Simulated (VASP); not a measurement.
A run of VASP 6.6.1:

File INCAR:

```
PREC = Accurate ; ENCUT = 520
EDIFF = 1E-6 ; ISMEAR = -1
SIGMA = 0.05 ; LREAL = F
LASPH = T ; NELM = 80
ALGO = Normal ; ISIF = 2
LWAVE = F ; LCHARG = F
GGA = PS ; NBANDS = 13
```

File KPOINTS:

```
regular mesh
0
Gamma
  9 9 9
```

File POSCAR:

```
O
1.0
    1.2116367455      0.6995388012      3.8922800075
   -1.2116367455      0.6995388012      3.8922800075
    0.0000000000     -1.3990776023      3.8922800075
O
2
Direct
    0.0515604705      0.0515604705      0.0515604705
    0.9484395295      0.9484395295      0.9484395295
```

Potentials or basis: VASP PAW PBE potentials, release 64 (O).

Launch:

```console
$ cat potpaw_PBE.64/O/POTCAR > POTCAR
$ mpirun -np 1 vasp_std > vasp.out
```

Hardware: 1 thread of Intel Xeon 8259CL, with other jobs on the host.

**Question.** Estimate the wall time of this run.

**Answer.** It took 51 s on 1 thread of Intel Xeon 8259CL (shared host), peak memory 0.17 GiB. Counts: scf iterations 11, k points 85.
